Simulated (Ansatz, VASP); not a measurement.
## One calculation of CsMn2, two programs

```xyz
3
Lattice="4.2119 0.0000 0.0000 -2.1059 3.6476 0.0000 0.0000 0.0000 6.3346" Properties=species:S:1:pos:R:3 pbc="T T T"
Cs    0.0000    0.0000    3.1675
Mn    0.0000    2.4317    6.3271
Mn    2.1059    1.2159    0.0072
```

Alike in both runs: functional PBE; k mesh 6 × 6 × 2; occupations gaussian, width 0.1 eV; collinear spin.

Ansatz relaxed the structure, and its values are those at the end. VASP's run is a single point on that final structure, the one shown.

|  | VASP | Ansatz |
| --- | --- | --- |
| version | VASP 6.6.1 | Ansatz 0.2.0 |
| potentials or method | VASP PAW PBE potentials, release 64 (Cs_sv, Mn_pv), cutoff 520 eV | scalar-relativistic, plane waves, PAW |
| valence electrons in the cell | 35 | 39 |

|  | VASP | Ansatz | Ansatz less VASP |
| --- | --- | --- | --- |
| gap on the k mesh at the Fermi level (eV) | none | none | - |
| pressure (GPa) | 0.0 | -0.1 | -0.09 |
| rms of the force components (eV/Å) | 0.004 | 0.004 | +0.0001 |
| net moment per atom (μB) | 0.00 | 0.00 | 0.000 |
| size of the moment on the site where the two differ most (μB) | 3.54 | 3.39 | -0.152 |

Site moments also hang on the region over which each program counts them. A gap of «none» marks a metal or a gap that the smearing closes. VASP's potentials hold 35 valence electrons a cell and Ansatz's 39, so a difference there can come from the potentials and not from the codes.

The k mesh is coarse, so the values compare programs but aren't converged. Spin-orbit coupling is off throughout.
